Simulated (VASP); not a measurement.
# Re (P6_3/mmc) in VASP: a series of runs

Runs on Re. Level: LDA. Tasks: single point, relaxation of cell and atoms.

Everything below comes from runs of VASP 6.6.1. Logs are shortened: lines on timing, memory, paths and dates and some standing lists are left out, and cuts for length are marked.

**1. The cell of the first run**

Symmetry: P6_3/mmc, No. 194, hexagonal system. Conventional cell: a = 2.737 Å, b = 2.737 Å, c = 4.417 Å, α = 90.00°, β = 90.00°, γ = 120.00°. Within 3.6 Å of Re (site symmetry -6m2) lie 12 Re at 2.72 to 2.74 Å.

**2. Single point, LDA**

The input, INCAR:

```
SYSTEM = Re
PREC     = Accurate       ! precision mode
ENCUT    = 500            ! plane-wave cutoff, eV
EDIFF    = 1E-6           ! SCF threshold, eV
ISMEAR   = 0              ! smearing method
SIGMA    = 0.1            ! smearing width, eV
LREAL    = .FALSE.        ! projectors in reciprocal space
LASPH    = .TRUE.         ! aspherical terms in the spheres
NELM     = 120            ! most SCF steps
ALGO     = Normal         ! electronic algorithm
ISIF     = 2              ! what is computed and relaxed
LWAVE    = .FALSE.        ! write WAVECAR
LCHARG   = .FALSE.        ! write CHGCAR
GGA      = CA             ! functional
NBANDS   = 22             ! bands
GGA_COMPAT= .FALSE.
```

The input, KPOINTS:

```
Automatic mesh
0
G
  18 18 10
  0 0 0
```

The input, POSCAR:

```
Re
1.0
    2.7374221141      0.0000000000      0.0000000000
   -1.3687110571      2.3706770917      0.0000000000
    0.0000000000      0.0000000000      4.4166255717
Re
2
Direct
    0.3333333333      0.6666666667      0.2500000000
    0.6666666667      0.3333333333      0.7500000000
```

Potentials or basis: VASP PAW LDA potentials, release 64 (Re_sv_GW).

On the command line:

```bash
> cat potpaw_LDA.64/Re_sv_GW/POTCAR > POTCAR
> mpirun -np 1 vasp_std > vasp.out
```

OUTCAR:

```text
SYSTEM = Re
   PREC = Accurate
   ENCUT = 500
   EDIFF = 1E-6
   ISMEAR = 0
   LREAL = .FALSE.
   LASPH = .TRUE.
   NELM = 120
   ISIF = 2
   GGA = CA

 ion  position               nearest neighbor table
   1  0.333  0.667  0.250-   2 2.72   2 2.72   2 2.72   2 2.72   2 2.72   2 2.72
   2  0.667  0.333  0.750-   1 2.72   1 2.72   1 2.72   1 2.72   1 2.72   1 2.72

  LATTYP: Found a hexagonal cell.
 ALAT       =     2.7374221141
 C/A-ratio  =     1.6134251086

  Lattice vectors:

 A1 = (   2.7374221141,   0.0000000000,   0.0000000000)
 A2 = (  -1.3687110571,   2.3706770917,   0.0000000000)
 A3 = (   0.0000000000,   0.0000000000,   4.4166255717)

Analysis of symmetry for initial positions (statically):
=====================================================================
 Subroutine PRICEL returns:
 Original cell was already a primitive cell.

 Routine SETGRP: Setting up the symmetry group for a
 hexagonal supercell.

 Subroutine GETGRP returns: Found 24 space group operations
 (whereof 12 operations were pure point group operations)
 out of a pool of 24 trial point group operations.

The static configuration has the point symmetry D_3d.
 The point group associated with its full space group is D_6h.

Analysis of symmetry for dynamics (positions and initial velocities):
=====================================================================
 Subroutine PRICEL returns:
 Original cell was already a primitive cell.

 Routine SETGRP: Setting up the symmetry group for a
 hexagonal supercell.

 Subroutine GETGRP returns: Found 24 space group operations
 (whereof 12 operations were pure point group operations)
 out of a pool of 24 trial point group operations.

The dynamic configuration has the point symmetry D_3d.
 The point group associated with its full space group is D_6h.

 Subroutine INISYM returns: Found 24 space group operations
 (whereof 12 operations are pure point group operations),
 and found     1 'primitive' translations

----------------------------------------------------------------------------------------

                                     Primitive cell

  volume of cell :      28.6619

  direct lattice vectors                    reciprocal lattice vectors
     2.737422114  0.000000000  0.000000000     0.365307197  0.210910209  0.000000000
    -1.368711057  2.370677092  0.000000000     0.000000000  0.421820417  0.000000000
     0.000000000  0.000000000  4.416625572     0.000000000  0.000000000  0.226417201

  length of vectors
     2.737422114  2.737422114  4.416625572     0.421820417  0.421820417  0.226417201

  position of ions in fractional coordinates (direct lattice)
     0.333333333  0.666666667  0.250000000
     0.666666667  0.333333333  0.750000000

  ion indices of the primitive-cell ions
   primitive index   ion index
                 1           1
                 2           2

----------------------------------------------------------------------------------------

 KPOINTS: Automatic mesh

Automatic generation of k-mesh.
 Grid dimensions read from file:
 generate k-points for:   18   18   10

 Generating k-lattice:

  Cartesian coordinates                     Fractional coordinates (reciprocal lattice)
     0.020294844  0.011717234  0.000000000     0.055555556  0.000000000  0.000000000
     0.000000000  0.023434468  0.000000000     0.000000000  0.055555556  0.000000000
     0.000000000  0.000000000  0.022641720     0.000000000  0.000000000  0.100000000

  Length of vectors
     0.023434468  0.023434468  0.022641720

  Shift w.r.t. Gamma in fractional coordinates (k-lattice)
     0.000000000  0.000000000  0.000000000

 Subroutine IBZKPT returns following result:
 ===========================================

 Found    222 irreducible k-points:

 Following reciprocal coordinates:
            Coordinates               Weight
  0.000000  0.000000  0.000000      1.000000
  0.055556  0.000000  0.000000      6.000000
  0.111111  0.000000  0.000000      6.000000
  0.166667  0.000000  0.000000      6.000000
  0.222222  0.000000  0.000000      6.000000
  0.277778  0.000000  0.000000      6.000000
[... 16 lines left out ...]
  0.333333  0.111111  0.000000     12.000000
  0.388889  0.111111  0.000000     12.000000
 [... further k-points ...]
   k-points           NKPTS =    222   k-points in BZ     NKDIM =    222   number of bands    NBANDS=     22
   number of dos      NEDOS =    301   number of ions     NIONS =      2
   total plane-waves  NPLWV =  12800
   dimension x,y,z NGX =    20 NGY =   20 NGZ =   32
   dimension x,y,z NGXF=    40 NGYF=   40 NGZF=   64
   ions per type =               2
   NGX,Y,Z   is equivalent  to a cutoff of  12.15, 12.15, 12.05 a.u.
   NGXF,Y,Z  is equivalent  to a cutoff of  24.29, 24.29, 24.09 a.u.
 SYSTEM =  Re
   PREC   = accura    normal or accurate (medium, high low for compatibility)
   ISTART =      0    job   : 0-new  1-cont  2-samecut
   ICHARG =      2    charge: 1-file 2-atom 10-const
   ISPIN  =      1    spin polarized calculation?
   LNONCOLLINEAR =      F non collinear calculations
   LSORBIT =      F    spin-orbit coupling
   LASPH  =      T    aspherical Exc in radial PAW
   ENCUT  =  500.0 eV  36.75 Ry    6.06 a.u.   4.99  4.99  8.05*2*pi/ulx,y,z
   NELM   =    120;   NELMIN=  2; NELMDL= -5     # of ELM steps
   EDIFF  = 0.1E-05   stopping-criterion for ELM
   LREAL  =      F    real-space projection
   EDIFFG = 0.1E-04   stopping-criterion for IOM
   NSW    =      0    number of steps for IOM
   IBRION =     -1    ionic relax: 0-MD 1-quasi-New 2-CG
   NFREE  =      0    steps in history (QN), initial steepest desc. (CG)
   ISIF   =      2    stress and relaxation
   ISYM   =      2    0-nonsym 1-usesym 2-fastsym
   POTIM  = 0.5000    time-step for ionic-motion
   TEBEG  =    0.0;   TEEND  =   0.0 temperature during run
   PSTRESS=    0.0 pullay stress
   NELECT =      30.0000    total number of electrons
   NUPDOWN=      -1.0000    fix difference up-down
   EMIN   =  10.00;   EMAX   =-10.00  energy-range for DOS
   EFERMI =   0.00;   METHOD = LEGACY
   ISMEAR =     0;   SIGMA  =   0.10  broadening in eV -4-tet -1-fermi 0-gaus
   EFERMI_NEDOS =   21; number of points for ismear=-14 and -15
   IALGO  =     38    algorithm
   IMIX   =      4    mixing-type and parameters
     AMIX     =   0.40;   BMIX     =  1.00
     AMIX_MAG =   1.60;   BMIX_MAG =  1.00
  volume/ion in A,a.u.               =      14.33        96.71
  Fermi-wavevector in a.u.,A,eV,Ry     =   1.662189  3.141081 37.591147  2.762871
  Thomas-Fermi vector in A             =   2.749122
   LORBIT       =      0    0 simple, 1 ext, 2 COOP (PROOUT), +10 PAW based schemes
   GGA     = CA    functional components
   LHFCALC =     F    Hartree Fock is set to
   AEXX    =    0.0000 exact exchange contribution
   IVDW    =     0    specifies the selected vdW correction
   LEPSILON=     F    determine dielectric tensor
   LRPA    =     F    only Hartree local field effects (RPA)
 non-spin polarized calculation
 Gauss-broadening in eV      SIGMA  =   0.10
  energy-cutoff  :      500.00
  volume of cell :       28.66
 maximum number of plane-waves:       756
 NGX is ok and might be reduce to    20
   NGX =  9   NGY =  9   NGZ = 17

 number of electron      29.9999994 magnetization

 Free energy of the ion-electron system (eV)
  ---------------------------------------------------
  ext. energy  EPLUGINS =         0.00000000
  ---------------------------------------------------
  free energy    TOTEN  =       -30.75339343 eV

  energy without entropy =      -30.74533173  energy(sigma->0) =      -30.74936258

 E-fermi :  13.2345     XC(G=0): -14.5781

 val. band max:       13.2330475096   @ k =   0.1667   0.1111   0.0000
 cond. band min:      13.2488802526   @ k =   0.3333   0.1667   0.4000
 fundamental gap:      0.0158327430
 Fermi energy:        13.2344779585

 k-point     1 :       0.0000    0.0000    0.0000
  band No.  band energies     occupation
      1     -66.1771      2.00000
      2     -66.0348      2.00000
      3     -28.9713      2.00000
      4     -27.7993      2.00000
      5     -27.7993      2.00000
      6     -27.6050      2.00000
[... 14 lines left out ...]
     21      23.5714      0.00000
     22      26.7806      0.00000

 k-point     2 :       0.0556    0.0000    0.0000
  band No.  band energies     occupation
      1     -66.1735      2.00000
      2     -66.0333      2.00000
      3     -28.9582      2.00000
      4     -27.8306      2.00000
      5     -27.8093      2.00000
      6     -27.6371      2.00000
[... 14 lines left out ...]
     21      23.5776      0.00000
     22      27.0794      0.00000

 k-point     3 :       0.1111    0.0000    0.0000
  band No.  band energies     occupation
      1     -66.1634      2.00000
      2     -66.0288      2.00000
      3     -28.9199      2.00000
      4     -27.9204      2.00000
      5     -27.8378      2.00000
      6     -27.7301      2.00000
[... 14 lines left out ...]
     21      23.5524      0.00000
     22      27.9152      0.00000

 k-point     4 :       0.1667    0.0000    0.0000
  band No.  band energies     occupation
      1     -66.1475      2.00000
      2     -66.0221      2.00000
      3     -28.8579      2.00000
      4     -28.0557      2.00000
      5     -27.8800      2.00000
      6     -27.8681      2.00000
[... 14 lines left out ...]
     21      23.4211      0.00000
     22      29.0449      0.00000

 k-point     5 :       0.2222    0.0000    0.0000
  band No.  band energies     occupation
      1     -66.1275      2.00000
      2     -66.0144      2.00000
      3     -28.7768      2.00000
      4     -28.2221      2.00000
      5     -28.0319      2.00000
      6     -27.9303      2.00000
[... 14 lines left out ...]
     21      23.1694      0.00000
     22      29.2796      0.00000

 k-point     6 :       0.2778    0.0000    0.0000
  band No.  band energies     occupation
      1     -66.1054      2.00000
      2     -66.0069      2.00000
      3     -28.6815      2.00000
      4     -28.3982      2.00000
      5     -28.2011      2.00000
      6     -27.9822      2.00000
[... 14 lines left out ...]
     21      22.8693      0.00000
     22      27.8621      0.00000

 k-point     7 :       0.3333    0.0000    0.0000
  band No.  band energies     occupation
      1     -66.0832      2.00000
      2     -66.0012      2.00000
      3     -28.5798      2.00000
      4     -28.5613      2.00000
      5     -28.3553      2.00000
      6     -28.0300      2.00000
[... 324 lines left out ...]
      6     -27.9118      2.00000
[... 14 lines left out ...]
     21      23.0974      0.00000
     22      29.2844      0.00000

 k-point    21 :       0.2222    0.1111    0.0000
  band No.  band energies     occupation
      1     -66.0984      2.00000
      2     -66.0049      2.00000
      3     -28.6507      2.00000
      4     -28.3925      2.00000
      5     -28.2739      2.00000
      6     -27.9878      2.00000
[... 14 lines left out ...]
     21      23.4870      0.00000
     22      27.5934      0.00000

 k-point    22 :       0.2778    0.1111    0.0000
  band No.  band energies     occupation
      1     -66.0771      2.00000
      2     -65.9999      2.00000
      3     -28.5508      2.00000
      4     -28.5440      2.00000
      5     -28.3849      2.00000
      6     -28.0600      2.00000
[... 14 lines left out ...]
     21      24.7581      0.00000
     22      25.6434      0.00000

 k-point    23 :       0.3333    0.1111    0.0000
  band No.  band energies     occupation
      1     -66.0582      2.00000
      2     -65.9974      2.00000
      3     -28.6670      2.00000
      4     -28.4742      2.00000
      5     -28.4533      2.00000
      6     -28.1180      2.00000
[... 14 lines left out ...]
     21      23.7684      0.00000
     22      25.7242      0.00000

 k-point    24 :       0.3889    0.1111    0.0000
  band No.  band energies     occupation
      1     -66.0443      2.00000
      2     -65.9972      2.00000
      3     -28.7465      2.00000
      4     -28.5312      2.00000
      5     -28.3743      2.00000
      6     -28.1553      2.00000
[... 14 lines left out ...]
     21      23.6359      0.00000
     22      24.5817      0.00000

 [... further k-points ...]

------------------------ aborting loop because EDIFF is reached ----------------------------------------

  FORCE on cell =-STRESS in cart. coord.  units (eV):
  Direction    XX          YY          ZZ          XY          YZ          ZX
  --------------------------------------------------------------------------------------
  -------------------------------------------------------------------------------------
  Total       -0.1667530     -0.1667530     -0.1822684      0.0000000      0.0000000      0.0000000
  in kB       -9.3213659     -9.3213659    -10.1886609      0.0000000      0.0000000      0.0000000
  external PRESSURE =      -9.6104642 kB  Pullay stress =       0.0000000 kB

 VOLUME and BASIS-vectors are now :
 -----------------------------------------------------------------------------
  energy-cutoff  :      500.00
  volume of cell :       28.66
      direct lattice vectors                 reciprocal lattice vectors
     2.737422114  0.000000000  0.000000000     0.365307197  0.210910209  0.000000000
    -1.368711057  2.370677092  0.000000000     0.000000000  0.421820417  0.000000000
     0.000000000  0.000000000  4.416625572     0.000000000  0.000000000  0.226417201

 POSITION                                       TOTAL-FORCE (eV/Angst)
 -----------------------------------------------------------------------------------
     -0.00000      1.58045      1.10416        -0.000000      0.000000      0.000000
      1.36871      0.79023      3.31247         0.000000     -0.000000      0.000000
 -----------------------------------------------------------------------------------
    total drift:                               -0.000000      0.000000     -0.000000

  FREE ENERGIE OF THE ION-ELECTRON SYSTEM (eV)
  ---------------------------------------------------
  free  energy   TOTEN  =       -30.7533934252 eV

  energy  without entropy=      -30.7453317274  energy(sigma->0) =      -30.74936258
```

It took 39 s on 1 thread of Intel Xeon 6975P-C (Granite Rapids), shared host; peak memory 0.22 GiB.

What came out:

```yaml
Free_energy: -30.7534 eV
Pressure: -1.0 GPa
Band_gap_on_the_k_mesh: zero (bands 15 and 16 overlap by 3.46 eV)
```

Levels at points of the mesh, in eV from the Fermi level:
```csv
k point,band 12,band 13,band 14,band 15,band 16,band 17,band 18,band 19
"(0.00, 0.00, 0.00)",-1.66,-1.65,-0.79,-0.79,0.16,0.16,0.84,3.47
"(0.50, 0.00, 0.00)",-2.04,-1.64,-1.38,-0.59,4.13,4.57,4.69,6.35
"(0.00, 0.00, 0.50)",-2.42,-1.79,-1.79,-1.79,-1.79,2.64,2.64,2.64
"(0.50, 0.00, 0.50)",-4.24,0.38,0.38,1.07,1.07,4.46,4.46,5.00
```

Caveat: spin-orbit coupling is left out, which moves the levels of the heavy elements.

**3. Relaxation of cell and atoms, LDA**

This run uses another cell than the first one, of 14.71 Å³/atom.

The input, INCAR:

```
ALGO = Normal
EDIFF = 1E-7
EDIFFG = -0.05
ENCUT = 500
GGA = CA
GGA_COMPAT = False
IBRION = 2
ISIF = 3
ISMEAR = 0
LASPH = True
LCHARG = False
LREAL = False
LWAVE = False
NELM = 120
NELMIN = 4
NSW = 100
PREC = Accurate
SIGMA = 0.1
```

The input, KPOINTS:

```
k-points
0
Gamma
  9 9 4
```

The input, POSCAR:

```
Re
1.0
    2.7608000000      0.0000000000      0.0000000000
   -1.3804000000      2.3909229348      0.0000000000
    0.0000000000      0.0000000000      4.4582000000
Re
2
Direct
    0.3333333333      0.6666666667      0.2500000000
    0.6666666667      0.3333333333      0.7500000000
```

Potentials or basis: VASP PAW LDA potentials, release 64 (Re_sv_GW).

On the command line:

```bash
> cat potpaw_LDA.64/Re_sv_GW/POTCAR > POTCAR
> mpirun -np 1 vasp_std > vasp.out
```

Run time: 69 s. Hardware: 1 thread of AMD EPYC 7R43 (Zen 3), shared host; peak memory 0.11 GiB.

It converged, with:

```
Free energy                           : -30.7637 eV
Relaxed volume                        : 14.30 Å³/atom
Relaxed cell                          : a = 2.736 Å, b = 2.736 Å, c = 4.414 Å, α = 90.00°, β = 90.00°, γ = 120.00°
Space group after relaxing (to 0.1 Å) : P6_3/mmc (No. 194)
Energy gained by relaxing             : 14.9 meV/atom
Ionic steps                           : 4
Pressure after relaxing               : -0.1 GPa
Band gap on the k mesh                : zero (bands 15 and 16 overlap by 3.02 eV)
```

Stress tensor (GPa, compression positive):
```
 0.02  0.00  0.00
 0.00  0.02  0.00
 0.00  0.00 -0.31
```

The path:
| step | energy change (eV) | largest force (eV/Å) | pressure (GPa) | volume (Å³) |
| --- | --- | --- | --- | --- |
| 1 | 0.0000 | 0.0000 | -11.17 | 29.43 |
| 2 | 0.6026 | 0.0000 | 68.06 | 25.27 |
| 3 | -0.0296 | 0.0000 | -0.71 | 28.65 |
| 4 | -0.0297 | 0.0000 | -0.09 | 28.61 |

Final structure:
```
Re
1.0
     2.73550    0.00000    0.00000
    -1.36775    2.36902    0.00000
     0.00000    0.00000    4.41414
Re
2
Cartesian
  0.0000 1.5793 1.1035
  1.3678 0.7897 3.3106
```

Levels at points of the mesh, in eV from the Fermi level:
```tsv
k point	band 12	band 13	band 14	band 15	band 16	band 17	band 18	band 19
(0.00, 0.00, 0.00)	-1.69	-1.67	-0.81	-0.81	0.15	0.15	0.82	3.46
(0.00, 0.00, 0.50)	-2.45	-1.82	-1.82	-1.82	-1.82	2.63	2.63	2.63
```

Caveat: spin-orbit coupling is left out, which moves the levels of the heavy elements. Zero-point motion and thermal expansion aren't in these numbers.

(Part 1 of 2 ends here.)
